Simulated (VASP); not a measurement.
# SiO2 (Pnnm) in VASP: a series of runs

Runs on SiO2. Level: PBE. Tasks: single point.

All numbers are computed with VASP 6.6.1; they aren't measurements. Logs are shortened: lines on timing, memory, paths and dates and some standing lists are left out, and cuts for length are marked.

## (1) The cell of the first run

It takes space group Pnnm (No. 58, orthorhombic). Conventional cell: a = 4.038 Å, b = 4.236 Å, c = 2.690 Å, α = 90.00°, β = 90.00°, γ = 90.00°. Si (site symmetry 2/m) has 6 O at 1.76 to 1.81 Å within 2.3 Å. Within 2.3 Å of O (site symmetry m) lie 3 Si at 1.76 to 1.81 Å and 1 O at 2.27 Å.

## (2) Single point, PBE (atoms displaced along a vibrational mode, the cell strained)

INCAR

```
SYSTEM = SiO2
PREC = Accurate ; ENCUT = 520
EDIFF = 1E-7 ; ISMEAR = 0
SIGMA = 0.05 ; LREAL = .FALSE.
LASPH = .TRUE. ; NELM = 80
ALGO = Normal ; ISIF = 2
LWAVE = .FALSE. ; LCHARG = .FALSE.
GGA = PE ; NBANDS = 25
```

KPOINTS

```
Automatic mesh
0
G
  6 6 8
  0 0 0
```

POSCAR

```
SiO2
1.0
    4.2358788266      0.0000000000      0.0000000000
    0.0000000000      4.0380632854      0.0000000000
    0.0000000000      0.0000000000      2.6897743046
Si O
2 4
Direct
    0.5000000000      0.5000000000      0.5000000000
    0.0000000000      0.0000000000      0.0000000000
    0.6650682551      0.7209573303      0.0000000000
    0.1650682551      0.7790426697      0.5000000000
    0.3349317449      0.2790426697      0.0000000000
    0.8349317449      0.2209573303      0.5000000000
```

Potentials or basis: VASP PAW PBE potentials, release 64 (Si, O).

On the command line:

```
$ cat potpaw_PBE.64/Si/POTCAR potpaw_PBE.64/O/POTCAR > POTCAR
$ mpirun -np 1 vasp_std > vasp.out
```

OUTCAR:

```text
SYSTEM = SiO2
   PREC = Accurate
   ENCUT = 520
   EDIFF = 1E-7
   ISMEAR = 0
   LREAL = .FALSE.
   LASPH = .TRUE.
   NELM = 80
   ISIF = 2
   GGA = PE

 ion  position               nearest neighbor table
   1  0.500  0.500  0.500-   3 1.76   5 1.76   3 1.76   5 1.76   4 1.81   6 1.81
   2  0.000  0.000  0.000-   4 1.76   6 1.76   4 1.76   6 1.76   5 1.81   3 1.81
   3  0.665  0.721  0.000-   1 1.76   1 1.76   2 1.81
   4  0.165  0.779  0.500-   2 1.76   2 1.76   1 1.81
   5  0.335  0.279  0.000-   1 1.76   1 1.76   2 1.81
   6  0.835  0.221  0.500-   2 1.76   2 1.76   1 1.81

  LATTYP: Found a simple orthorhombic cell.
 ALAT       =     2.6897743046
 B/A-ratio  =     1.5012647264
 C/A-ratio  =     1.5748082727

  Lattice vectors:

 A1 = (   0.0000000000,   0.0000000000,  -2.6897743046)
 A2 = (   0.0000000000,   4.0380632854,   0.0000000000)
 A3 = (   4.2358788266,   0.0000000000,   0.0000000000)

Analysis of symmetry for initial positions (statically):
=====================================================================
 Subroutine PRICEL returns:
 Original cell was already a primitive cell.

 Routine SETGRP: Setting up the symmetry group for a
 simple orthorhombic supercell.

 Subroutine GETGRP returns: Found  8 space group operations
 (whereof  4 operations were pure point group operations)
 out of a pool of  8 trial point group operations.

The static configuration has the point symmetry C_2h.
 The point group associated with its full space group is D_2h.

Analysis of symmetry for dynamics (positions and initial velocities):
=====================================================================
 Subroutine PRICEL returns:
 Original cell was already a primitive cell.

 Routine SETGRP: Setting up the symmetry group for a
 simple orthorhombic supercell.

 Subroutine GETGRP returns: Found  8 space group operations
 (whereof  4 operations were pure point group operations)
 out of a pool of  8 trial point group operations.

The dynamic configuration has the point symmetry C_2h.
 The point group associated with its full space group is D_2h.

 Subroutine INISYM returns: Found  8 space group operations
 (whereof  4 operations are pure point group operations),
 and found     1 'primitive' translations

----------------------------------------------------------------------------------------

                                     Primitive cell

  volume of cell :      46.0079

  direct lattice vectors                    reciprocal lattice vectors
     4.235878827  0.000000000  0.000000000     0.236078519  0.000000000  0.000000000
     0.000000000  4.038063285  0.000000000     0.000000000  0.247643469  0.000000000
     0.000000000  0.000000000  2.689774305     0.000000000  0.000000000  0.371778405

  length of vectors
     4.235878827  4.038063285  2.689774305     0.236078519  0.247643469  0.371778405

  position of ions in fractional coordinates (direct lattice)
     0.500000000  0.500000000  0.500000000
     0.000000000  0.000000000  0.000000000
     0.665068255  0.720957330  0.000000000
     0.165068255  0.779042670  0.500000000
     0.334931745  0.279042670  0.000000000
     0.834931745  0.220957330  0.500000000

  ion indices of the primitive-cell ions
   primitive index   ion index
                 1           1
                 2           2
                 3           3
                 4           4
                 5           5
                 6           6

----------------------------------------------------------------------------------------

 KPOINTS: Automatic mesh

Automatic generation of k-mesh.
 Grid dimensions read from file:
 generate k-points for:    6    6    8

 Generating k-lattice:

  Cartesian coordinates                     Fractional coordinates (reciprocal lattice)
     0.039346420  0.000000000  0.000000000     0.166666667  0.000000000  0.000000000
     0.000000000  0.041273911  0.000000000     0.000000000  0.166666667  0.000000000
     0.000000000  0.000000000  0.046472301     0.000000000  0.000000000  0.125000000

  Length of vectors
     0.039346420  0.041273911  0.046472301

  Shift w.r.t. Gamma in fractional coordinates (k-lattice)
     0.000000000  0.000000000  0.000000000

 Subroutine IBZKPT returns following result:
 ===========================================

 Found     80 irreducible k-points:

 Following reciprocal coordinates:
            Coordinates               Weight
  0.000000  0.000000  0.000000      1.000000
  0.166667  0.000000  0.000000      2.000000
  0.333333  0.000000  0.000000      2.000000
  0.500000  0.000000  0.000000      1.000000
  0.000000  0.166667  0.000000      2.000000
  0.166667  0.166667  0.000000      4.000000
[... 16 lines left out ...]
  0.333333  0.166667  0.125000      8.000000
  0.500000  0.166667  0.125000      4.000000
 [... further k-points ...]
   k-points           NKPTS =     80   k-points in BZ     NKDIM =     80   number of bands    NBANDS=     25
   number of dos      NEDOS =    301   number of ions     NIONS =      6
   total plane-waves  NPLWV =  19200
   dimension x,y,z NGX =    32 NGY =   30 NGZ =   20
   dimension x,y,z NGXF=    64 NGYF=   60 NGZF=   40
   ions per type =               2   4
   NGX,Y,Z   is equivalent  to a cutoff of  12.56, 12.35, 12.36 a.u.
   NGXF,Y,Z  is equivalent  to a cutoff of  25.12, 24.70, 24.72 a.u.
 SYSTEM =  SiO2
   PREC   = accura    normal or accurate (medium, high low for compatibility)
   ISTART =      0    job   : 0-new  1-cont  2-samecut
   ICHARG =      2    charge: 1-file 2-atom 10-const
   ISPIN  =      1    spin polarized calculation?
   LNONCOLLINEAR =      F non collinear calculations
   LSORBIT =      F    spin-orbit coupling
   LASPH  =      T    aspherical Exc in radial PAW
   ENCUT  =  520.0 eV  38.22 Ry    6.18 a.u.   7.88  7.51  5.00*2*pi/ulx,y,z
   NELM   =     80;   NELMIN=  2; NELMDL= -5     # of ELM steps
   EDIFF  = 0.1E-06   stopping-criterion for ELM
   LREAL  =      F    real-space projection
   EDIFFG = 0.1E-05   stopping-criterion for IOM
   NSW    =      0    number of steps for IOM
   IBRION =     -1    ionic relax: 0-MD 1-quasi-New 2-CG
   NFREE  =      0    steps in history (QN), initial steepest desc. (CG)
   ISIF   =      2    stress and relaxation
   ISYM   =      2    0-nonsym 1-usesym 2-fastsym
   POTIM  = 0.5000    time-step for ionic-motion
   TEBEG  =    0.0;   TEEND  =   0.0 temperature during run
   PSTRESS=    0.0 pullay stress
   NELECT =      32.0000    total number of electrons
   NUPDOWN=      -1.0000    fix difference up-down
   EMIN   =  10.00;   EMAX   =-10.00  energy-range for DOS
   EFERMI =   0.00;   METHOD = LEGACY
   ISMEAR =     0;   SIGMA  =   0.05  broadening in eV -4-tet -1-fermi 0-gaus
   EFERMI_NEDOS =   21; number of points for ismear=-14 and -15
   IALGO  =     38    algorithm
   IMIX   =      4    mixing-type and parameters
     AMIX     =   0.40;   BMIX     =  1.00
     AMIX_MAG =   1.60;   BMIX_MAG =  1.00
  volume/ion in A,a.u.               =       7.67        51.75
  Fermi-wavevector in a.u.,A,eV,Ry     =   1.450488  2.741024 28.625488  2.103914
  Thomas-Fermi vector in A             =   2.568094
   LORBIT       =      0    0 simple, 1 ext, 2 COOP (PROOUT), +10 PAW based schemes
   GGA     = PE    functional components
   LHFCALC =     F    Hartree Fock is set to
   AEXX    =    0.0000 exact exchange contribution
   IVDW    =     0    specifies the selected vdW correction
   LEPSILON=     F    determine dielectric tensor
   LRPA    =     F    only Hartree local field effects (RPA)
 non-spin polarized calculation
 Gauss-broadening in eV      SIGMA  =   0.05
  energy-cutoff  :      520.00
  volume of cell :       46.01
 maximum number of plane-waves:      1264
 NGX is ok and might be reduce to    32
   NGX = 15   NGY = 15   NGZ = 11

 number of electron      31.9999992 magnetization

 Free energy of the ion-electron system (eV)
  ---------------------------------------------------
  ext. energy  EPLUGINS =         0.00000000
  ---------------------------------------------------
  free energy    TOTEN  =       -46.07569994 eV

  energy without entropy =      -46.07569994  energy(sigma->0) =      -46.07569994

 E-fermi :   8.2900     XC(G=0): -12.3596

 val. band max:        8.0205271976   @ k =   0.0000   0.0000   0.0000
 cond. band min:      14.0625791734   @ k =   0.0000   0.0000   0.0000
 fundamental gap:      6.0420519758
 Fermi energy:         8.2900422678

 k-point     1 :       0.0000    0.0000    0.0000
  band No.  band energies     occupation
      1     -14.1968      2.00000
      2     -10.4216      2.00000
      3     -10.4032      2.00000
      4     -10.3304      2.00000
      5      -2.2860      2.00000
      6       1.5472      2.00000
[... 17 lines left out ...]
     24      23.4742      0.00000
     25      24.4985      0.00000

 k-point     2 :       0.1667    0.0000    0.0000
  band No.  band energies     occupation
      1     -14.0524      2.00000
      2     -11.1870      2.00000
      3     -10.3461      2.00000
      4      -9.8501      2.00000
      5      -2.0896      2.00000
      6       1.7621      2.00000
[... 17 lines left out ...]
     24      22.8034      0.00000
     25      24.1842      0.00000

 k-point     3 :       0.3333    0.0000    0.0000
  band No.  band energies     occupation
      1     -13.6292      2.00000
      2     -12.1085      2.00000
      3     -10.1427      2.00000
      4      -9.7278      2.00000
      5      -1.5038      2.00000
      6       0.5345      2.00000
[... 17 lines left out ...]
     24      22.1938      0.00000
     25      23.5580      0.00000

 k-point     4 :       0.5000    0.0000    0.0000
  band No.  band energies     occupation
      1     -12.9599      2.00000
      2     -12.9599      2.00000
      3      -9.8884      2.00000
      4      -9.8884      2.00000
      5      -0.5926      2.00000
      6      -0.5926      2.00000
[... 17 lines left out ...]
     24      22.0538      0.00000
     25      23.0420      0.00000

 k-point     5 :       0.0000    0.1667    0.0000
  band No.  band energies     occupation
      1     -14.0399      2.00000
      2     -11.0903      2.00000
      3     -10.3423      2.00000
      4      -9.9840      2.00000
      5      -2.0727      2.00000
      6       0.8680      2.00000
[... 17 lines left out ...]
     24      22.8677      0.00000
     25      24.3195      0.00000

 k-point     6 :       0.1667    0.1667    0.0000
  band No.  band energies     occupation
      1     -13.8992      2.00000
      2     -11.3274      2.00000
      3     -10.5400      2.00000
      4      -9.8013      2.00000
      5      -1.8538      2.00000
      6       1.0265      2.00000
[... 17 lines left out ...]
     24      22.4054      0.00000
     25      24.2711      0.00000
[... 393 lines left out ...]
 k-point    21 :       0.0000    0.1667    0.1250
  band No.  band energies     occupation
      1     -13.8389      2.00000
      2     -10.9818      2.00000
      3     -10.2487      2.00000
      4      -9.9615      2.00000
      5      -1.9845      2.00000
      6       1.0061      2.00000
[... 17 lines left out ...]
     24      22.6881      0.00000
     25      22.8879      0.00000

 k-point    22 :       0.1667    0.1667    0.1250
  band No.  band energies     occupation
      1     -13.7013      2.00000
      2     -11.2156      2.00000
      3     -10.4349      2.00000
      4      -9.7808      2.00000
      5      -1.7475      2.00000
      6       0.8907      2.00000
[... 17 lines left out ...]
     24      22.1513      0.00000
     25      22.8210      0.00000

 k-point    23 :       0.3333    0.1667    0.1250
  band No.  band energies     occupation
      1     -13.3003      2.00000
      2     -11.9138      2.00000
      3     -10.3157      2.00000
      4      -9.8045      2.00000
      5      -1.1154      2.00000
      6       0.5038      2.00000
[... 17 lines left out ...]
     24      21.8781      0.00000
     25      22.8414      0.00000

 k-point    24 :       0.5000    0.1667    0.1250
  band No.  band energies     occupation
      1     -12.6760      2.00000
      2     -12.6760      2.00000
      3     -10.0412      2.00000
      4     -10.0412      2.00000
      5      -0.2772      2.00000
      6      -0.2772      2.00000
[... 17 lines left out ...]
     24      20.9957      0.00000
     25      23.2429      0.00000

 [... further k-points ...]

------------------------ aborting loop because EDIFF is reached ----------------------------------------

  FORCE on cell =-STRESS in cart. coord.  units (eV):
  Direction    XX          YY          ZZ          XY          YZ          ZX
  --------------------------------------------------------------------------------------
  -------------------------------------------------------------------------------------
  Total        3.9172654      5.0815871      1.8481775     -0.0000000      0.0000000      0.0000000
  in kB      136.4146724    176.9609601     64.3608495     -0.0000000      0.0000000      0.0000000
  external PRESSURE =     125.9121606 kB  Pullay stress =       0.0000000 kB

 VOLUME and BASIS-vectors are now :
 -----------------------------------------------------------------------------
  energy-cutoff  :      520.00
  volume of cell :       46.01
      direct lattice vectors                 reciprocal lattice vectors
     4.235878827  0.000000000  0.000000000     0.236078519  0.000000000  0.000000000
     0.000000000  4.038063285  0.000000000     0.000000000  0.247643469  0.000000000
     0.000000000  0.000000000  2.689774305     0.000000000  0.000000000  0.371778405

 POSITION                                       TOTAL-FORCE (eV/Angst)
 -----------------------------------------------------------------------------------
      2.11794      2.01903      1.34489         0.000000      0.000000      0.000000
      0.00000      0.00000      0.00000         0.000000      0.000000      0.000000
      2.81715      2.91127      0.00000         0.648528      0.079731     -0.000000
      0.69921      3.14582      1.34489         0.648528     -0.079731      0.000000
      1.41873      1.12679      0.00000        -0.648528     -0.079731      0.000000
      3.53667      0.89224      1.34489        -0.648528      0.079731     -0.000000
 -----------------------------------------------------------------------------------
    total drift:                                0.000000      0.000000      0.000000

  FREE ENERGIE OF THE ION-ELECTRON SYSTEM (eV)
  ---------------------------------------------------
  free  energy   TOTEN  =       -46.0756999396 eV

  energy  without entropy=      -46.0756999396  energy(sigma->0) =      -46.07569994
```

Wall time 26 s (1 thread of Intel Xeon Platinum 8559C (Emerald Rapids), shared host); peak memory 0.19 GiB.

What came out:

| Property | Result |
| --- | --- |
| Free energy | -46.0757 eV |
| Pressure | 12.6 GPa |
| Largest force | 0.653 eV/Å |
| Band gap on the k mesh | 6.04 eV |

Forces in eV/Å, atoms in the order of the input:
```
Si   0.000  0.000  0.000
Si   0.000  0.000  0.000
O    0.649  0.080  0.000
O    0.649 -0.080  0.000
O   -0.649 -0.080  0.000
O   -0.649  0.080  0.000
```

Caveat: the cell differs from its parent crystal (atoms displaced along a vibrational mode, the cell strained); the stress differs along the axes, from 6 to 18 GPa.

## (3) Single point, PBE (atoms displaced along a vibrational mode, the cell strained)

INCAR

```
PREC = Accurate
ENCUT = 520
EDIFF = 1E-6
ISMEAR = 0
SIGMA = 0.05
LREAL = False
LASPH = True
NELM = 80
ALGO = Normal
ISIF = 2
LWAVE = False
LCHARG = False
GGA = PE
NBANDS = 25
```

KPOINTS

```
regular mesh
0
Gamma
  6 6 8
```

POSCAR

```
SiO2
1.0
    4.2358788266      0.0000000000      0.0000000000
    0.0000000000      4.0380632854      0.0000000000
    0.0000000000      0.0000000000      2.6897743046
Si O
2 4
Direct
    0.5000000000      0.5000000000      0.5000000000
    0.0000000000      0.0000000000      0.0000000000
    0.7302721762      0.6557534092      0.0000000000
    0.2302721762      0.8442465908      0.5000000000
    0.2697278238      0.3442465908      0.0000000000
    0.7697278238      0.1557534092      0.5000000000
```

Potentials or basis: VASP PAW PBE potentials, release 64 (Si, O).

On the command line:

```
$ cat potpaw_PBE.64/Si/POTCAR potpaw_PBE.64/O/POTCAR > POTCAR
$ mpirun -np 1 vasp_std > vasp.out
```

Run time: 24 s. Hardware: 1 thread of Intel Xeon Platinum 8559C (Emerald Rapids), shared host; peak memory 0.18 GiB.

It converged, with:

```yaml
Free_energy: -45.7211 eV
Pressure: 10.9 GPa
Largest_force: 0.949 eV/Å
Band_gap_on_the_k_mesh: 5.66 eV (least direct gap 5.67 eV)
```

Forces in eV/Å, atoms in the order of the input:
```
Si   0.000  0.000  0.000
Si   0.000  0.000  0.000
O   -0.756  0.573  0.000
O   -0.756 -0.573  0.000
O    0.756 -0.573  0.000
O    0.756  0.573  0.000
```

Stress tensor (GPa, compression positive):
```
-5.42  0.00  0.00
 0.00 30.37  0.00
 0.00  0.00  7.82
```

Levels at points of the mesh, in eV from the valence-band top:
```tsv
k point	band 13	band 14	band 15	band 16	band 17	band 18	band 19	band 20
(0.00, 0.00, 0.00)	-2.16	-0.90	-0.11	-0.01	5.66	6.66	8.23	9.08
(0.50, 0.00, 0.00)	-2.21	-2.21	-0.15	-0.15	7.18	7.18	8.87	8.87
(0.00, 0.50, 0.00)	-2.53	-2.53	-1.17	-1.17	7.98	7.98	9.23	9.23
(0.50, 0.50, 0.00)	-2.77	-2.77	-1.88	-1.88	7.56	7.56	9.92	9.92
(0.00, 0.00, 0.50)	-3.01	-3.01	-2.08	-2.08	8.84	8.84	12.53	12.53
(0.50, 0.00, 0.50)	-2.61	-2.61	-1.36	-1.36	9.11	9.11	9.86	9.86
(0.00, 0.50, 0.50)	-1.63	-1.63	-1.45	-1.45	8.28	8.28	10.06	10.06
(0.50, 0.50, 0.50)	-1.43	-1.43	-1.04	-1.04	7.17	7.17	11.04	11.04
```

Caveat: the cell differs from its parent crystal (atoms displaced along a vibrational mode, the cell strained); the stress differs along the axes, from -5 to 30 GPa.

[end of part 1 of 2]
